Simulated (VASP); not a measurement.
# InP (F-43m) in VASP: notebook, part 2 of 2

VASP 6.6.1. Earlier steps stand in the parts before.

## 4. Single point, r2SCAN (22.67 Å³/atom)

This run uses another cell than the first one, of 22.67 Å³/atom.

POSCAR

```
InP
1.0
    0.0000000000      2.8302756307      2.8302756307
    2.8302756307      0.0000000000      2.8302756307
    2.8302756307      2.8302756307      0.0000000000
In P
1 1
Direct
    0.0000000000      0.0000000000      0.0000000000
    0.2500000000      0.2500000000      0.2500000000
```

INCAR.step1

```
PREC = Accurate
ENCUT = 520
ISMEAR = 0
SIGMA = 0.05
LREAL = False
LASPH = True
NELM = 100
NBANDS = 16
GGA = PE
ALGO = Normal
EDIFF = 1E-4
LWAVE = True
LCHARG = False
```

INCAR.step2

```
PREC = Accurate
ENCUT = 520
EDIFF = 1E-7
ISMEAR = 0
SIGMA = 0.05
LREAL = False
LASPH = True
NELM = 100
ALGO = Normal
ISIF = 2
LWAVE = False
LCHARG = True
METAGGA = R2SCAN
LMIXTAU = True
LELF = True
LVHAR = True
NBANDS = 16
ISTART = 1
```

KPOINTS

```
regular mesh
0
Gamma
  14 14 14
```

Potentials or basis: VASP PAW PBE potentials, release 64 (In_d, P).

Command:

```bash
> cat potpaw_PBE.64/In_d/POTCAR potpaw_PBE.64/P/POTCAR > POTCAR
> cp INCAR.step1 INCAR
> mpirun -np 1 vasp_std > vasp.out
> cp INCAR.step2 INCAR
> mpirun -np 1 vasp_std > vasp.out
```

OUTCAR:

```text
PREC = Accurate
   ENCUT = 520
   EDIFF = 1E-7
   ISMEAR = 0
   LREAL = False
   LASPH = True
   NELM = 100
   ISIF = 2
   METAGGA = R2SCAN
   ISTART = 1

 ion  position               nearest neighbor table
   1  0.000  0.000  0.000-   2 2.45   2 2.45   2 2.45   2 2.45
   2  0.250  0.250  0.250-   1 2.45   1 2.45   1 2.45   1 2.45

  LATTYP: Found a face centered cubic cell.
 ALAT       =     5.6605512614

  Lattice vectors:

 A1 = (   0.0000000000,   2.8302756307,   2.8302756307)
 A2 = (   2.8302756307,   0.0000000000,   2.8302756307)
 A3 = (   2.8302756307,   2.8302756307,   0.0000000000)

Analysis of symmetry for initial positions (statically):
=====================================================================
 Subroutine PRICEL returns:
 Original cell was already a primitive cell.

 Routine SETGRP: Setting up the symmetry group for a
 face centered cubic supercell.

 Subroutine GETGRP returns: Found 24 space group operations
 (whereof 24 operations were pure point group operations)
 out of a pool of 48 trial point group operations.

The static configuration has the point symmetry T_d .
[... 156 lines left out ...]
  ext. energy  EPLUGINS =         0.00000000
  ---------------------------------------------------
  free energy    TOTEN  =       -32.10192811 eV

  energy without entropy =      -32.10192811  energy(sigma->0) =      -32.10192811

 E-fermi :   6.4973     XC(G=0): -10.3842

 val. band max:        6.2383500755   @ k =   0.0000   0.0000   0.0000
 cond. band min:       8.0081996270   @ k =   0.0000   0.0000   0.0000
 fundamental gap:      1.7698495515
 Fermi energy:         6.4973490189

 k-point     1 :       0.0000    0.0000    0.0000
  band No.  band energies     occupation
      1      -8.6748      2.00000
      2      -8.6748      2.00000
      3      -8.6748      2.00000
      4      -8.4296      2.00000
      5      -8.4296      2.00000
      6      -6.5608      2.00000
[... 433 lines left out ...]
      3      -8.6152      2.00000
      4      -8.4504      2.00000
      5      -8.4100      2.00000
      6      -5.5537      2.00000
[... 8 lines left out ...]
     15      16.5235      0.00000
     16      17.7406      0.00000

 [... further k-points ...]
[... 5 lines left out ...]
  --------------------------------------------------------------------------------------
  -------------------------------------------------------------------------------------
  Total        3.2453167      3.2453167      3.2453167      0.0000000     -0.0000000     -0.0000000
  in kB      114.6704392    114.6704392    114.6704392      0.0000000     -0.0000000     -0.0000000
  external PRESSURE =     114.6704392 kB  Pullay stress =       0.0000000 kB

 VOLUME and BASIS-vectors are now :
 -----------------------------------------------------------------------------
  energy-cutoff  :      520.00
  volume of cell :       45.34
      direct lattice vectors                 reciprocal lattice vectors
     0.000000000  2.830275631  2.830275631    -0.176661239  0.176661239  0.176661239
     2.830275631  0.000000000  2.830275631     0.176661239 -0.176661239  0.176661239
     2.830275631  2.830275631  0.000000000     0.176661239  0.176661239 -0.176661239

 POSITION                                       TOTAL-FORCE (eV/Angst)
 -----------------------------------------------------------------------------------
      0.00000      0.00000      0.00000         0.000000      0.000000      0.000000
      1.41514      1.41514      1.41514        -0.000000     -0.000000     -0.000000
 -----------------------------------------------------------------------------------
    total drift:                               -0.000004     -0.000004     -0.000004

  FREE ENERGIE OF THE ION-ELECTRON SYSTEM (eV)
  ---------------------------------------------------
  free  energy   TOTEN  =       -32.1019281110 eV

  energy  without entropy=      -32.1019281110  energy(sigma->0) =      -32.10192811
```

OUTCAR.step1:

```text
PREC = Accurate
   ENCUT = 520
   ISMEAR = 0
   LREAL = False
   LASPH = True
[... 678 lines left out ...]
      0.00000      0.00000      0.00000         0.000000     -0.000000      0.000000
      1.41514      1.41514      1.41514        -0.000000      0.000000     -0.000000
 -----------------------------------------------------------------------------------
    total drift:                               -0.000000     -0.000000     -0.000000

  FREE ENERGIE OF THE ION-ELECTRON SYSTEM (eV)
  ---------------------------------------------------
  free  energy   TOTEN  =        -8.1407783525 eV

  energy  without entropy=       -8.1407783525  energy(sigma->0) =       -8.14077835
```

It took 9.2 min on 1 thread of Intel Xeon 8259CL, shared host; peak memory 0.22 GiB.

Results:

- Free energy: -32.1019 eV
- Pressure: 11.5 GPa
- Band gap on the k mesh: 1.77 eV

Levels at points of the mesh, in eV from the valence-band top:
```
           k point  band 6  band 7  band 8  band 9  band 10  band 11  band 12  band 13
(0.00, 0.00, 0.00)  -12.80    0.00    0.00    0.00     1.77     4.41     4.41     4.41
(0.50, 0.00, 0.00)  -10.60   -6.51   -1.18   -1.18     2.14     5.14     5.14     7.74
(0.50, 0.50, 0.00)   -9.80   -6.39   -2.81   -2.81     1.82     2.51    10.64    11.04
```

Caveat: the cell stands under pressure; the PAW data sets were made with another functional, which shifts forces and pressure a little; spin-orbit coupling is left out, which moves the levels of the heavy elements.

## 5. Summary

```csv
cell,gap on the mesh (eV),pressure (GPa)
"a = 3.877 Å, angles 60.0°, 2 atoms",1.61,24.8
"a = 3.941 Å, angles 60.0°, 2 atoms",1.72,17.4
"a = 4.003 Å, angles 60.0°, 2 atoms",1.77,11.5
```

Alike in all rows: task single point; level r2SCAN; potentials or basis VASP PAW PBE potentials, release 64 (In_d, P); no spin polarisation; k mesh 14 × 14 × 14; cutoff (eV) 520; smearing gaussian 0.05 eV.

Caveats: the cell stands under pressure; the PAW data sets were made with another functional, which shifts forces and pressure a little; spin-orbit coupling is left out, which moves the levels of the heavy elements.

Total energies depend on the potentials used, so only differences within one code and one set of settings carry meaning.
